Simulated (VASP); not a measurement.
# Hf (P6_3/mmc) in VASP: notebook

Runs on Hf. Level: r2SCAN. Tasks: single point, relaxation of volume and atoms at fixed shape.

Everything below comes from runs of VASP 6.6.1. Logs are shortened: lines on timing, memory, paths and dates and some standing lists are left out, and cuts for length are marked.

### Step 1. The cell of the first run

It takes space group P6_3/mmc (No. 194, hexagonal). Conventional cell: a = 3.196 Å, b = 3.196 Å, c = 5.056 Å, α = 90.00°, β = 90.00°, γ = 120.00°. Within 4.1 Å of Hf (site symmetry -6m2) lie 12 Hf at 3.13 to 3.20 Å.

### Step 2. Single point, r2SCAN

Input file POSCAR:

```
Hf
1.0
    3.1958019096      0.0000000000      0.0000000000
   -1.5979009548      2.7676456392      0.0000000000
    0.0000000000      0.0000000000      5.0563794195
Hf
2
Direct
    0.3333333333      0.6666666667      0.2500000000
    0.6666666667      0.3333333333      0.7500000000
```

Input file INCAR.step1:

```
PREC = Accurate
ENCUT = 520
ISMEAR = -1
SIGMA = 0.05
LREAL = False
LASPH = True
NELM = 100
NBANDS = 17
GGA = PE
ALGO = Normal
EDIFF = 1E-4
LWAVE = True
LCHARG = False
```

Input file INCAR.step2:

```
PREC = Accurate
ENCUT = 520
EDIFF = 1E-6
ISMEAR = -1
SIGMA = 0.05
LREAL = False
LASPH = True
NELM = 100
ALGO = Normal
ISIF = 2
LWAVE = False
LCHARG = False
METAGGA = R2SCAN
LMIXTAU = True
NBANDS = 17
ISTART = 1
```

Input file KPOINTS:

```
Automatic mesh
0
Gamma
  8 8 5
```

Potentials or basis: VASP PAW PBE potentials, release 64 (Hf_pv).

On the command line:

```sh
$ cat potpaw_PBE.64/Hf_pv/POTCAR > POTCAR
$ cp INCAR.step1 INCAR
$ mpirun -np 1 vasp_std > vasp.out
$ cp INCAR.step2 INCAR
$ mpirun -np 1 vasp_std > vasp.out
```

OUTCAR:

```text
PREC = Accurate
   ENCUT = 520
   EDIFF = 1E-6
   ISMEAR = -1
   LREAL = False
   LASPH = True
   NELM = 100
   ISIF = 2
   METAGGA = R2SCAN
   ISTART = 1

 ion  position               nearest neighbor table
   1  0.333  0.667  0.250-   2 3.13   2 3.13   2 3.13   2 3.13   2 3.13   2 3.13
   2  0.667  0.333  0.750-   1 3.13   1 3.13   1 3.13   1 3.13   1 3.13   1 3.13

  LATTYP: Found a hexagonal cell.
 ALAT       =     3.1958019096
 C/A-ratio  =     1.5821942544

  Lattice vectors:

 A1 = (   3.1958019096,   0.0000000000,   0.0000000000)
 A2 = (  -1.5979009548,   2.7676456392,   0.0000000000)
 A3 = (   0.0000000000,   0.0000000000,   5.0563794195)

Analysis of symmetry for initial positions (statically):
=====================================================================
 Subroutine PRICEL returns:
 Original cell was already a primitive cell.

 Routine SETGRP: Setting up the symmetry group for a
 hexagonal supercell.

 Subroutine GETGRP returns: Found 24 space group operations
 (whereof 12 operations were pure point group operations)
 out of a pool of 24 trial point group operations.

The static configuration has the point symmetry D_3d.
 The point group associated with its full space group is D_6h.

Analysis of symmetry for dynamics (positions and initial velocities):
=====================================================================
 Subroutine PRICEL returns:
 Original cell was already a primitive cell.

 Routine SETGRP: Setting up the symmetry group for a
 hexagonal supercell.

 Subroutine GETGRP returns: Found 24 space group operations
 (whereof 12 operations were pure point group operations)
 out of a pool of 24 trial point group operations.

The dynamic configuration has the point symmetry D_3d.
 The point group associated with its full space group is D_6h.

 Subroutine INISYM returns: Found 24 space group operations
 (whereof 12 operations are pure point group operations),
 and found     1 'primitive' translations

----------------------------------------------------------------------------------------

                                     Primitive cell

  volume of cell :      44.7229

  direct lattice vectors                    reciprocal lattice vectors
     3.195801910  0.000000000  0.000000000     0.312910508  0.180658966  0.000000000
    -1.597900955  2.767645639  0.000000000     0.000000000  0.361317932  0.000000000
     0.000000000  0.000000000  5.056379419     0.000000000  0.000000000  0.197769969

  length of vectors
     3.195801910  3.195801910  5.056379419     0.361317932  0.361317932  0.197769969

  position of ions in fractional coordinates (direct lattice)
     0.333333333  0.666666667  0.250000000
     0.666666667  0.333333333  0.750000000

  ion indices of the primitive-cell ions
   primitive index   ion index
                 1           1
                 2           2

----------------------------------------------------------------------------------------

 KPOINTS: Automatic mesh

Automatic generation of k-mesh.
 Grid dimensions read from file:
 generate k-points for:    8    8    5

 Generating k-lattice:

  Cartesian coordinates                     Fractional coordinates (reciprocal lattice)
     0.039113814  0.022582371  0.000000000     0.125000000 -0.000000000  0.000000000
     0.000000000  0.045164742  0.000000000     0.000000000  0.125000000  0.000000000
     0.000000000  0.000000000  0.039553994     0.000000000  0.000000000  0.200000000

  Length of vectors
     0.045164742  0.045164742  0.039553994

  Shift w.r.t. Gamma in fractional coordinates (k-lattice)
     0.000000000  0.000000000  0.000000000

 Subroutine IBZKPT returns following result:
 ===========================================

 Found     30 irreducible k-points:

 Following reciprocal coordinates:
            Coordinates               Weight
  0.000000  0.000000  0.000000      1.000000
  0.125000 -0.000000  0.000000      6.000000
  0.250000 -0.000000  0.000000      6.000000
  0.375000 -0.000000  0.000000      6.000000
  0.500000 -0.000000  0.000000      3.000000
  0.125000  0.125000  0.000000      6.000000
[... 16 lines left out ...]
  0.250000 -0.000000  0.400000     12.000000
  0.375000 -0.000000  0.400000     12.000000
 [... further k-points ...]
   k-points           NKPTS =     30   k-points in BZ     NKDIM =     30   number of bands    NBANDS=     17
   number of dos      NEDOS =    301   number of ions     NIONS =      2
   total plane-waves  NPLWV =  23040
   dimension x,y,z NGX =    24 NGY =   24 NGZ =   40
   dimension x,y,z NGXF=    48 NGYF=   48 NGZF=   80
   ions per type =               2
   NGX,Y,Z   is equivalent  to a cutoff of  12.48, 12.48, 13.15 a.u.
   NGXF,Y,Z  is equivalent  to a cutoff of  24.97, 24.97, 26.30 a.u.
 SYSTEM =  unknown system
   PREC   = accura    normal or accurate (medium, high low for compatibility)
   ISTART =      1    job   : 0-new  1-cont  2-samecut
   ICHARG =      0    charge: 1-file 2-atom 10-const
   ISPIN  =      1    spin polarized calculation?
   LNONCOLLINEAR =      F non collinear calculations
   LSORBIT =      F    spin-orbit coupling
   LASPH  =      T    aspherical Exc in radial PAW
   ENCUT  =  520.0 eV  38.22 Ry    6.18 a.u.   5.94  5.94  9.40*2*pi/ulx,y,z
   NELM   =    100;   NELMIN=  2; NELMDL=  0     # of ELM steps
   EDIFF  = 0.1E-05   stopping-criterion for ELM
   LREAL  =      F    real-space projection
   EDIFFG = 0.1E-04   stopping-criterion for IOM
   NSW    =      0    number of steps for IOM
   IBRION =     -1    ionic relax: 0-MD 1-quasi-New 2-CG
   NFREE  =      0    steps in history (QN), initial steepest desc. (CG)
   ISIF   =      2    stress and relaxation
   ISYM   =      2    0-nonsym 1-usesym 2-fastsym
   POTIM  = 0.5000    time-step for ionic-motion
   TEBEG  =    0.0;   TEEND  =   0.0 temperature during run
   PSTRESS=    0.0 pullay stress
   NELECT =      20.0000    total number of electrons
   NUPDOWN=      -1.0000    fix difference up-down
   EMIN   =  10.00;   EMAX   =-10.00  energy-range for DOS
   EFERMI =   0.00;   METHOD = LEGACY
   ISMEAR =    -1;   SIGMA  =   0.05  broadening in eV -4-tet -1-fermi 0-gaus
   EFERMI_NEDOS =   21; number of points for ismear=-14 and -15
   IALGO  =     38    algorithm
   IMIX   =      4    mixing-type and parameters
     AMIX     =   0.40;   BMIX     =  1.00
     AMIX_MAG =   1.60;   BMIX_MAG =  1.00
  volume/ion in A,a.u.               =      22.36       150.90
  Fermi-wavevector in a.u.,A,eV,Ry     =   1.251915  2.365776 21.324290  1.567291
  Thomas-Fermi vector in A             =   2.385840
   LORBIT       =      0    0 simple, 1 ext, 2 COOP (PROOUT), +10 PAW based schemes
   METAGGA = R2SCAN    functional components
   LHFCALC =     F    Hartree Fock is set to
   AEXX    =    0.0000 exact exchange contribution
   IVDW    =     0    specifies the selected vdW correction
   LEPSILON=     F    determine dielectric tensor
   LRPA    =     F    only Hartree local field effects (RPA)
 non-spin polarized calculation
  energy-cutoff  :      520.00
  volume of cell :       44.72
 maximum number of plane-waves:      1220
 NGX is ok and might be reduce to    24
   NGX = 11   NGY = 11   NGZ = 19

 number of electron      20.0000004 magnetization

 Free energy of the ion-electron system (eV)
  ---------------------------------------------------
  ext. energy  EPLUGINS =         0.00000000
  ---------------------------------------------------
  free energy    TOTEN  =       -90.31620158 eV

  energy without entropy =      -90.31115740  energy(sigma->0) =      -90.31367949

 E-fermi :   4.8303     XC(G=0): -12.1557

 val. band max:        4.7465920969   @ k =   0.0000   0.0000   0.4000
 cond. band min:       4.8694700345   @ k =   0.0000   0.0000   0.2000
 fundamental gap:      0.1228779375
 Fermi energy:         4.8303433165

 k-point     1 :       0.0000    0.0000    0.0000
  band No.  band energies     occupation
      1     -27.4204      2.00000
      2     -26.6437      2.00000
      3     -26.6437      2.00000
      4     -26.5260      2.00000
      5     -26.5147      2.00000
      6     -26.5147      2.00000
[... 9 lines left out ...]
     16       7.7604      0.00000
     17      10.4927      0.00000

 k-point     2 :       0.1250   -0.0000    0.0000
  band No.  band energies     occupation
      1     -27.3790      2.00000
      2     -26.7303      2.00000
      3     -26.6723      2.00000
      4     -26.6051      2.00000
      5     -26.5449      2.00000
      6     -26.5263      2.00000
[... 9 lines left out ...]
     16       7.4733      0.00000
     17      10.8249      0.00000

 k-point     3 :       0.2500   -0.0000    0.0000
  band No.  band energies     occupation
      1     -27.2673      2.00000
      2     -26.9401      2.00000
      3     -26.8122      2.00000
      4     -26.7377      2.00000
      5     -26.6019      2.00000
      6     -26.5576      2.00000
[... 9 lines left out ...]
     16       8.6818      0.00000
     17      11.3125      0.00000

 k-point     4 :       0.3750   -0.0000    0.0000
  band No.  band energies     occupation
      1     -27.1495      2.00000
      2     -27.1243      2.00000
      3     -27.0058      2.00000
      4     -26.7995      2.00000
      5     -26.6898      2.00000
      6     -26.5913      2.00000
[... 9 lines left out ...]
     16      10.3182      0.00000
     17      11.5827      0.00000
[... 343 lines left out ...]
      1     -27.1244      2.00000
      2     -26.8873      2.00000
      3     -26.6642      2.00000
      4     -26.6223      2.00000
      5     -26.6063      2.00000
      6     -26.5771      2.00000
[... 9 lines left out ...]
     16       9.3730      0.00000
     17      10.3566      0.00000

 k-point    23 :       0.2500   -0.0000    0.4000
  band No.  band energies     occupation
      1     -27.1589      2.00000
      2     -27.0277      2.00000
      3     -26.7746      2.00000
      4     -26.6761      2.00000
      5     -26.6678      2.00000
      6     -26.6205      2.00000
[... 9 lines left out ...]
     16       9.4747      0.00000
     17      10.3651      0.00000

 k-point    24 :       0.3750   -0.0000    0.4000
  band No.  band energies     occupation
      1     -27.2663      2.00000
      2     -27.1993      2.00000
      3     -26.8009      2.00000
      4     -26.7285      2.00000
      5     -26.6961      2.00000
      6     -26.6642      2.00000
[... 9 lines left out ...]
     16      10.4080      0.00000
     17      10.8613      0.00000

 [... further k-points ...]
[... 5 lines left out ...]
  --------------------------------------------------------------------------------------
  -------------------------------------------------------------------------------------
  Total       -0.1067571     -0.1067571     -0.2927912      0.0000000      0.0000000      0.0000000
  in kB       -3.8245226     -3.8245226    -10.4891090      0.0000000      0.0000000      0.0000000
  external PRESSURE =      -6.0460514 kB  Pullay stress =       0.0000000 kB

 VOLUME and BASIS-vectors are now :
 -----------------------------------------------------------------------------
  energy-cutoff  :      520.00
  volume of cell :       44.72
      direct lattice vectors                 reciprocal lattice vectors
     3.195801910  0.000000000  0.000000000     0.312910508  0.180658966  0.000000000
    -1.597900955  2.767645639  0.000000000     0.000000000  0.361317932  0.000000000
     0.000000000  0.000000000  5.056379419     0.000000000  0.000000000  0.197769969

 POSITION                                       TOTAL-FORCE (eV/Angst)
 -----------------------------------------------------------------------------------
     -0.00000      1.84510      1.26409         0.000000     -0.000000      0.000000
      1.59790      0.92255      3.79228        -0.000000      0.000000      0.000000
 -----------------------------------------------------------------------------------
    total drift:                                0.000000     -0.000000      0.000000

  FREE ENERGIE OF THE ION-ELECTRON SYSTEM (eV)
  ---------------------------------------------------
  free  energy   TOTEN  =       -90.3162015765 eV

  energy  without entropy=      -90.3111574037  energy(sigma->0) =      -90.31367949
```

Wall time 3.5 min (1 thread of AMD EPYC 7R13, shared host); peak memory 0.15 GiB.

Results:

| Quantity | Value |
| --- | --- |
| Free energy | -90.3162 eV |
| Pressure | -0.6 GPa |
| Band gap on the k mesh | zero (band 10 reaches 6.17 eV, above the bottom of band 11 at 4.56 eV) |

Levels at points of the mesh, in eV from the Fermi level:
```
           k point  band 7  band 8  band 9  band 10  band 11  band 12  band 13  band 14
(0.00, 0.00, 0.00)   -7.75   -3.84    0.41     1.34     1.34     1.64     2.21     2.21
(0.50, 0.00, 0.00)   -3.49   -2.84   -2.32    -1.01     0.92     0.98     1.82     6.22
```

Caveat: the PAW data sets were made with another functional, which shifts forces and pressure a little; spin-orbit coupling is left out, which moves the levels of the heavy elements.

### Step 3. Relaxation of volume and atoms at fixed shape, r2SCAN

Input file POSCAR:

```
Hf
1.0
    3.1967000000      0.0000000000      0.0000000000
   -1.5983500000      2.7684230000      0.0000000000
    0.0000000000      0.0000000000      5.0578000000
Hf
2
Direct
    0.3333333333      0.6666666667      0.2500000000
    0.6666666667      0.3333333333      0.7500000000
```

Input file INCAR.step1:

```
SYSTEM = Hf
  PREC = Accurate
  ENCUT = 600
  ISMEAR = -1
  SIGMA = 0.05
  LREAL = .FALSE.
  LASPH = .TRUE.
  NELM = 80
  GGA = PE
  ALGO = Normal
  EDIFF = 1E-4
  LWAVE = .TRUE.
  LCHARG = .FALSE.
```

Input file INCAR.step2:

```
SYSTEM = Hf
  PREC = Accurate
  ENCUT = 600
  EDIFF = 1E-6
  ISMEAR = -1
  SIGMA = 0.05
  LREAL = .FALSE.
  LASPH = .TRUE.
  NELM = 80
  ALGO = Normal
  ISIF = 8
  LWAVE = .FALSE.
  LCHARG = .FALSE.
  METAGGA = R2SCAN
  LMIXTAU = .TRUE.
  IBRION = 2
  NSW = 60
  EDIFFG = -0.03
  ISTART = 1
```

Input file KPOINTS:

```
regular mesh
0
G
  8 8 5
  0 0 0
```

Potentials or basis: VASP PAW PBE potentials, release 64 (Hf_pv).

On the command line:

```sh
$ cat potpaw_PBE.64/Hf_pv/POTCAR > POTCAR
$ cp INCAR.step1 INCAR
$ mpirun -np 1 vasp_std > vasp.out
$ cp INCAR.step2 INCAR
$ mpirun -np 1 vasp_std > vasp.out
```

It took 8.6 min on 1 thread of AMD EPYC 7R13, shared host; peak memory 0.17 GiB.

It converged, with:

```
Free energy                            : -90.3168 eV
Relaxed volume                         : 22.24 Å³/atom
Relaxed cell                           : a = 3.190 Å, b = 3.190 Å, c = 5.047 Å, α = 90.00°, β = 90.00°, γ = 120.00°
Space group after relaxing (to 0.05 Å) : P6_3/mmc (No. 194)
Energy gained by relaxing              : 0.3 meV/atom
Ionic steps                            : 3
Pressure after relaxing                : 0.0 GPa
Band gap on the k mesh                 : zero (band 10 reaches 6.21 eV, above the bottom of band 11 at 4.60 eV)
```

Stress tensor (GPa, compression positive):
```
 0.20  0.00  0.00
 0.00  0.20  0.00
 0.00  0.00 -0.44
```

Step by step:
```tsv
step	energy change (eV)	largest force (eV/Å)	pressure (GPa)	volume (Å³)
1	0.0000	0.0000	-0.72	44.76
2	0.0005	0.0000	0.97	44.11
3	-0.0006	0.0000	-0.01	44.49
```

Final structure:
```
CELL_PARAMETERS angstrom
3.19013 0.00000 0.00000
-1.59507 2.76273 0.00000
0.00000 0.00000 5.04741
ATOMIC_POSITIONS crystal
Hf 0.33333 0.66667 0.25000
Hf 0.66667 0.33333 0.75000
```

Levels at points of the mesh, in eV from the Fermi level:
| k point | band 8 | band 9 | band 10 | band 11 | band 12 | band 13 |
| --- | --- | --- | --- | --- | --- | --- |
| (0.00, 0.00, 0.00) | -3.86 | 0.42 | 1.34 | 1.34 | 1.64 | 2.22 |
| (0.50, 0.00, 0.00) | -2.87 | -2.34 | -1.00 | 0.93 | 0.98 | 1.83 |

Caveat: the PAW data sets were made with another functional, which shifts forces and pressure a little; spin-orbit coupling is left out, which moves the levels of the heavy elements.
